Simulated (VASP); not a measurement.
# SiNi (Pmmn) in VASP: settings compared

The runs below take SiNi through single point, with PBEsol, RPBE.

Everything below comes from runs of VASP 6.6.1. Logs are shortened: lines on timing, memory, paths and dates and some standing lists are left out, and cuts for length are marked.

## 1. The cell of the first run

The structure is orthorhombic, space group Pmmn (No. 59). Conventional cell: a = 2.923 Å, b = 3.258 Å, c = 4.646 Å, α = 90.00°, β = 90.00°, γ = 90.00°. Within 3.1 Å of Ni (site symmetry mm2) lie 6 Si at 2.32 to 2.35 Å and 6 Ni at 2.63 to 2.92 Å. Within 3.1 Å of Si (site symmetry mm2) lie 6 Ni at 2.32 to 2.35 Å and 6 Si at 2.63 to 2.92 Å.

## 2. Single point, PBEsol, collinear spin, ferromagnetic start (11.06 Å³/atom)

Input file INCAR:

```
PREC     = Accurate       # precision mode
ENCUT    = 520            # plane-wave cutoff, eV
EDIFF    = 1E-6           # SCF threshold, eV
ISMEAR   = -1             # smearing method
SIGMA    = 0.05           # smearing width, eV
LREAL    = F              # projectors in reciprocal space
LASPH    = T              # aspherical terms in the spheres
NELM     = 150            # most SCF steps
ALGO     = Normal         # electronic algorithm
ISIF     = 2              # what is computed and relaxed
LWAVE    = F              # write WAVECAR
LCHARG   = F              # write CHGCAR
ISPIN    = 2              # spin polarisation
MAGMOM   = 1 1 0 0        # initial moments
LORBIT   = 11             # projections on sites
LMAXMIX  = 4              # l up to which the mixer works
GGA      = PS             # functional
NBANDS   = 26             # bands
```

Input file KPOINTS:

```
regular mesh
0
Gamma
  9 8 6
```

Input file POSCAR:

```
SiNi
1.0
    2.9230199262      0.0000000000      0.0000000000
    0.0000000000      3.2583092690      0.0000000000
    0.0000000000      0.0000000000      4.6460535540
Ni Si
2 2
Direct
    0.5000000000      0.5000000000      0.3424955900
    0.0000000000      0.0000000000      0.6575044100
    0.5000000000      0.5000000000      0.8431431600
    0.0000000000      0.0000000000      0.1568568400
```

Potentials or basis: VASP PAW PBE potentials, release 64 (Ni, Si).

On the command line:

```bash
cat potpaw_PBE.64/Ni/POTCAR potpaw_PBE.64/Si/POTCAR > POTCAR
mpirun -np 1 vasp_std > vasp.out
```

OUTCAR:

```text
PREC = Accurate
   ENCUT = 520
   EDIFF = 1E-6
   ISMEAR = -1
   LREAL = F
   LASPH = T
   NELM = 150
   ISIF = 2
   ISPIN = 2
   LORBIT = 11
   GGA = PS

 ion  position               nearest neighbor table
   1  0.500  0.500  0.342-   3 2.32   3 2.33   4 2.35   4 2.35   4 2.35   4 2.35   2 2.63   2 2.63
                             2 2.63   2 2.63
   2  0.000  0.000  0.658-   4 2.32   4 2.33   3 2.35   3 2.35   3 2.35   3 2.35   1 2.63   1 2.63
                             1 2.63   1 2.63
   3  0.500  0.500  0.843-   1 2.32   1 2.33   2 2.35   2 2.35   2 2.35   2 2.35   4 2.63   4 2.63
                             4 2.63   4 2.63
   4  0.000  0.000  0.157-   2 2.32   2 2.33   1 2.35   1 2.35   1 2.35   1 2.35   3 2.63   3 2.63
                             3 2.63   3 2.63

  LATTYP: Found a simple orthorhombic cell.
 ALAT       =     2.9230199262
 B/A-ratio  =     1.1147064855
 C/A-ratio  =     1.5894703667

  Lattice vectors:

 A1 = (   2.9230199262,   0.0000000000,   0.0000000000)
 A2 = (   0.0000000000,   3.2583092690,   0.0000000000)
 A3 = (   0.0000000000,   0.0000000000,   4.6460535540)

Analysis of symmetry for initial positions (statically):
=====================================================================
 Subroutine PRICEL returns:
 Original cell was already a primitive cell.

 Routine SETGRP: Setting up the symmetry group for a
 simple orthorhombic supercell.

 Subroutine GETGRP returns: Found  8 space group operations
 (whereof  4 operations were pure point group operations)
 out of a pool of  8 trial point group operations.

The static configuration has the point symmetry C_2v.
 The point group associated with its full space group is D_2h.

Analysis of symmetry for dynamics (positions and initial velocities):
=====================================================================
 Subroutine PRICEL returns:
 Original cell was already a primitive cell.

 Routine SETGRP: Setting up the symmetry group for a
 simple orthorhombic supercell.

 Subroutine GETGRP returns: Found  8 space group operations
 (whereof  4 operations were pure point group operations)
 out of a pool of  8 trial point group operations.

The dynamic configuration has the point symmetry C_2v.
 The point group associated with its full space group is D_2h.

Analysis of structural, dynamic, and magnetic symmetry:
=====================================================================
 Subroutine PRICEL returns:
 Original cell was already a primitive cell.

 Routine SETGRP: Setting up the symmetry group for a
 simple orthorhombic supercell.

 Subroutine GETGRP returns: Found  8 space group operations
 (whereof  4 operations were pure point group operations)
 out of a pool of  8 trial point group operations.

The overall configuration has the point symmetry C_2v.
 The point group associated with its full space group is D_2h.

 Subroutine INISYM returns: Found  8 space group operations
 (whereof  4 operations are pure point group operations),
 and found     1 'primitive' translations

----------------------------------------------------------------------------------------

                                     Primitive cell

  volume of cell :      44.2495

  direct lattice vectors                    reciprocal lattice vectors
     2.923019926  0.000000000  0.000000000     0.342111934  0.000000000  0.000000000
     0.000000000  3.258309269  0.000000000     0.000000000  0.306907638  0.000000000
     0.000000000  0.000000000  4.646053554     0.000000000  0.000000000  0.215236434

  length of vectors
     2.923019926  3.258309269  4.646053554     0.342111934  0.306907638  0.215236434

  position of ions in fractional coordinates (direct lattice)
     0.500000000  0.500000000  0.342495590
     0.000000000  0.000000000  0.657504410
     0.500000000  0.500000000  0.843143160
     0.000000000  0.000000000  0.156856840

  ion indices of the primitive-cell ions
   primitive index   ion index
                 1           1
                 2           2
                 3           3
                 4           4

[... 23 lines left out ...]

 Found    100 irreducible k-points:

 Following reciprocal coordinates:
            Coordinates               Weight
  0.000000  0.000000  0.000000      1.000000
  0.111111  0.000000  0.000000      2.000000
  0.222222  0.000000  0.000000      2.000000
  0.333333  0.000000  0.000000      2.000000
  0.444444  0.000000  0.000000      2.000000
  0.000000  0.125000  0.000000      2.000000
[... 16 lines left out ...]
  0.222222  0.500000  0.000000      2.000000
  0.333333  0.500000  0.000000      2.000000
 [... further k-points ...]
   k-points           NKPTS =    100   k-points in BZ     NKDIM =    100   number of bands    NBANDS=     26
   number of dos      NEDOS =    301   number of ions     NIONS =      4
   total plane-waves  NPLWV =  20736
   dimension x,y,z NGX =    24 NGY =   24 NGZ =   36
   dimension x,y,z NGXF=    48 NGYF=   48 NGZF=   72
   ions per type =               2   2
   NGX,Y,Z   is equivalent  to a cutoff of  13.65, 12.25, 12.88 a.u.
   NGXF,Y,Z  is equivalent  to a cutoff of  27.30, 24.49, 25.76 a.u.
 SYSTEM =  unknown system
   PREC   = accura    normal or accurate (medium, high low for compatibility)
   ISTART =      0    job   : 0-new  1-cont  2-samecut
   ICHARG =      2    charge: 1-file 2-atom 10-const
   ISPIN  =      2    spin polarized calculation?
   LNONCOLLINEAR =      F non collinear calculations
   LSORBIT =      F    spin-orbit coupling
   LASPH  =      T    aspherical Exc in radial PAW
   ENCUT  =  520.0 eV  38.22 Ry    6.18 a.u.   5.43  6.06  8.64*2*pi/ulx,y,z
   NELM   =    150;   NELMIN=  2; NELMDL= -5     # of ELM steps
   EDIFF  = 0.1E-05   stopping-criterion for ELM
   LREAL  =      F    real-space projection
   EDIFFG = 0.1E-04   stopping-criterion for IOM
   NSW    =      0    number of steps for IOM
   IBRION =     -1    ionic relax: 0-MD 1-quasi-New 2-CG
   NFREE  =      0    steps in history (QN), initial steepest desc. (CG)
   ISIF   =      2    stress and relaxation
   ISYM   =      2    0-nonsym 1-usesym 2-fastsym
   POTIM  = 0.5000    time-step for ionic-motion
   TEBEG  =    0.0;   TEEND  =   0.0 temperature during run
   PSTRESS=    0.0 pullay stress
   NELECT =      28.0000    total number of electrons
   NUPDOWN=      -1.0000    fix difference up-down
   EMIN   =  10.00;   EMAX   =-10.00  energy-range for DOS
   EFERMI =   0.00;   METHOD = LEGACY
   ISMEAR =    -1;   SIGMA  =   0.05  broadening in eV -4-tet -1-fermi 0-gaus
   EFERMI_NEDOS =   21; number of points for ismear=-14 and -15
   IALGO  =     38    algorithm
   IMIX   =      4    mixing-type and parameters
     AMIX     =   0.40;   BMIX     =  1.00
     AMIX_MAG =   1.60;   BMIX_MAG =  1.00
  volume/ion in A,a.u.               =      11.06        74.65
  Fermi-wavevector in a.u.,A,eV,Ry     =   1.405480  2.655973 26.876605  1.975375
  Thomas-Fermi vector in A             =   2.527937
   LORBIT       =     11    0 simple, 1 ext, 2 COOP (PROOUT), +10 PAW based schemes
   GGA     = PS    functional components
   LHFCALC =     F    Hartree Fock is set to
   AEXX    =    0.0000 exact exchange contribution
   IVDW    =     0    specifies the selected vdW correction
   LEPSILON=     F    determine dielectric tensor
   LRPA    =     F    only Hartree local field effects (RPA)
 spin polarized calculation
  energy-cutoff  :      520.00
  volume of cell :       44.25
 maximum number of plane-waves:      1210
 NGX is ok and might be reduce to    24
   NGX = 11   NGY = 13   NGZ = 17

 number of electron      28.0000005 magnetization       0.0000639

 number of electron      28.0000005 magnetization      -0.0000018

 Free energy of the ion-electron system (eV)
  ---------------------------------------------------
  ext. energy  EPLUGINS =         0.00000000
  ---------------------------------------------------
  free energy    TOTEN  =       -25.95544508 eV

  energy without entropy =      -25.94730111  energy(sigma->0) =      -25.95137309

 E-fermi :  11.9676     XC(G=0): -12.8212

 val. band max:       11.9053657868   @ k =   0.4444   0.3750   0.5000
 cond. band min:      11.9863016348   @ k =   0.4444   0.5000   0.3333
 fundamental gap:      0.0809358480
 Fermi energy:        11.9676380545

 spin component 1

 k-point     1 :       0.0000    0.0000    0.0000
  band No.  band energies     occupation
      1      -2.3818      1.00000
      2       3.5301      1.00000
      3       5.1290      1.00000
      4       7.5041      1.00000
      5       8.0376      1.00000
      6       8.8593      1.00000
[... 685 lines left out ...]
     25      29.0948      0.00000
     26      29.0948      0.00000

 [... further k-points ...]

 spin component 2

 k-point     1 :       0.0000    0.0000    0.0000
  band No.  band energies     occupation
      1      -2.3818      1.00000
      2       3.5301      1.00000
      3       5.1290      1.00000
      4       7.5041      1.00000
      5       8.0376      1.00000
      6       8.8593      1.00000
[... 685 lines left out ...]
     25      29.0948      0.00000
     26      29.0948      0.00000

 [... further k-points ...]

------------------------ aborting loop because EDIFF is reached ----------------------------------------

  FORCE on cell =-STRESS in cart. coord.  units (eV):
  Direction    XX          YY          ZZ          XY          YZ          ZX
  --------------------------------------------------------------------------------------
  -------------------------------------------------------------------------------------
  Total        1.1878546      1.3886809      1.3749996      0.0000000      0.0000000      0.0000000
  in kB       43.0096180     50.2810966     49.7857277      0.0000000      0.0000000      0.0000000
  external PRESSURE =      47.6921474 kB  Pullay stress =       0.0000000 kB

 VOLUME and BASIS-vectors are now :
 -----------------------------------------------------------------------------
  energy-cutoff  :      520.00
  volume of cell :       44.25
      direct lattice vectors                 reciprocal lattice vectors
     2.923019926  0.000000000  0.000000000     0.342111934  0.000000000  0.000000000
     0.000000000  3.258309269  0.000000000     0.000000000  0.306907638  0.000000000
     0.000000000  0.000000000  4.646053554     0.000000000  0.000000000  0.215236434

 POSITION                                       TOTAL-FORCE (eV/Angst)
 -----------------------------------------------------------------------------------
      1.46151      1.62915      1.59125         0.000000      0.000000      0.128580
      0.00000      0.00000      3.05480         0.000000      0.000000     -0.128580
      1.46151      1.62915      3.91729         0.000000      0.000000     -0.056677
      0.00000      0.00000      0.72877         0.000000      0.000000      0.056677
 -----------------------------------------------------------------------------------
    total drift:                                0.000000      0.000000     -0.000000

  FREE ENERGIE OF THE ION-ELECTRON SYSTEM (eV)
  ---------------------------------------------------
  free  energy   TOTEN  =       -25.9554450778 eV

  energy  without entropy=      -25.9473011077  energy(sigma->0) =      -25.95137309

 total charge

# of ion       s       p       d       tot
------------------------------------------
    1        0.499   0.654   8.496   9.648
    2        0.499   0.654   8.496   9.648
    3        0.747   0.883   0.000   1.630
    4        0.747   0.883   0.000   1.630
--------------------------------------------------
tot          2.492   3.073  16.992  22.556

 magnetization (x)

# of ion       s       p       d       tot
------------------------------------------
    1       -0.000  -0.000  -0.000  -0.000
    2       -0.000  -0.000  -0.000  -0.000
    3        0.000  -0.000   0.000  -0.000
    4        0.000  -0.000   0.000  -0.000
--------------------------------------------------
tot         -0.000  -0.000  -0.000  -0.000
```

Wall time 74 s (1 thread of Intel Xeon 6975P-C (Granite Rapids), shared host); peak memory 0.28 GiB.

Results:

| Property | Result |
| --- | --- |
| Free energy | -25.9554 eV |
| Pressure | 4.8 GPa |
| Largest force | 0.129 eV/Å |
| Band gap on the k mesh | zero (filled and empty bands overlap) |
| Net moment | 0.00 μB per cell |
| Valence electrons inside the program's atomic spheres | Ni 9.65; Si 1.63 |

Forces in eV/Å, atoms in the order of the input:
```
Ni   0.000  0.000  0.129
Ni   0.000  0.000 -0.129
Si   0.000  0.000 -0.057
Si   0.000  0.000  0.057
```

Caveat: the cell stands under pressure; the moments typed at the start vanished in this run; the PAW data sets were made with another functional, which shifts forces and pressure a little.

## 3. Single point, RPBE, collinear spin, ferromagnetic start

This run uses another cell than the first one, of 11.51 Å³/atom.

Input file INCAR:

```
SYSTEM = SiNi
PREC = Accurate
ENCUT = 690
EDIFF = 1E-6
ISMEAR = -1
SIGMA = 0.05
LREAL = .False.
LASPH = .True.
NELM = 200
ALGO = Normal
ISIF = 2
LWAVE = .False.
LCHARG = .False.
ISPIN = 2
MAGMOM = 1 1 0 0
LORBIT = 11
LMAXMIX = 4
GGA = RP
NBANDS = 34
GGA_COMPAT = .False.
```

Input file KPOINTS:

```
Automatic mesh
0
Gamma
  9 8 6
  0 0 0
```

Input file POSCAR:

```
SiNi
1.0
    2.9622597754      0.0000000000      0.0000000000
    0.0000000000      3.3020501833      0.0000000000
    0.0000000000      0.0000000000      4.7084241314
Ni Si
2 2
Direct
    0.5000000000      0.5000000000      0.3424955900
    0.0000000000      0.0000000000      0.6575044100
    0.5000000000      0.5000000000      0.8431431600
    0.0000000000      0.0000000000      0.1568568400
```

Potentials or basis: VASP PAW PBE potentials, release 64 (Ni_sv_GW, Si).

On the command line:

```bash
cat potpaw_PBE.64/Ni_sv_GW/POTCAR potpaw_PBE.64/Si/POTCAR > POTCAR
mpirun -np 1 vasp_std > vasp.out
```

It took 5.6 min on 1 thread of AMD EPYC 9R45 (Zen 5), shared host; peak memory 0.44 GiB.

The run converged. Its results:

| Property | Result |
| --- | --- |
| Free energy | -23.7218 eV |
| Pressure | 5.3 GPa |
| Largest force | 0.090 eV/Å |
| Band gap on the k mesh | zero (filled and empty bands overlap) |
| Net moment | 0.00 μB per cell |
| Valence electrons inside the program's atomic spheres | Ni 16.47; Si 1.61 |

Forces on the atoms (eV/Å):
```
Ni   0.000  0.000  0.015
Ni   0.000  0.000 -0.015
Si   0.000  0.000  0.090
Si   0.000  0.000 -0.090
```

Stress tensor (GPa, compression positive):
```
5.21 0.00 0.00
0.00 5.64 0.00
0.00 0.00 4.97
```

Levels at points of the mesh, in eV from the Fermi level:
Spin up:
```csv
k point,band 19,band 20,band 21,band 22,band 23,band 24,band 25,band 26
"(0.00, 0.00, 0.00)",-2.28,-1.98,-1.97,-1.35,1.22,2.67,5.09,5.46
"(0.00, 0.50, 0.00)",-2.21,-2.21,-2.16,-2.16,1.13,1.13,4.92,4.92
"(0.00, 0.00, 0.50)",-2.63,-2.02,1.07,1.57,1.97,2.35,2.86,3.53
"(0.00, 0.50, 0.50)",-2.02,-2.02,-1.99,-1.99,5.14,5.14,5.33,5.33
```
Spin down:
```
           k point  band 19  band 20  band 21  band 22  band 23  band 24  band 25  band 26
(0.00, 0.00, 0.00)    -2.28    -1.98    -1.97    -1.35     1.22     2.67     5.09     5.46
(0.00, 0.50, 0.00)    -2.21    -2.21    -2.16    -2.16     1.13     1.13     4.92     4.92
(0.00, 0.00, 0.50)    -2.63    -2.02     1.07     1.57     1.97     2.35     2.86     3.53
(0.00, 0.50, 0.50)    -2.02    -2.02    -1.99    -1.99     5.14     5.14     5.33     5.33
```

Caveat: the cell stands under pressure; the moments typed at the start vanished in this run; the PAW data sets were made with another functional, which shifts forces and pressure a little.

The gap in the log of VASP goes by the Fermi energy; the results here count the filled bands.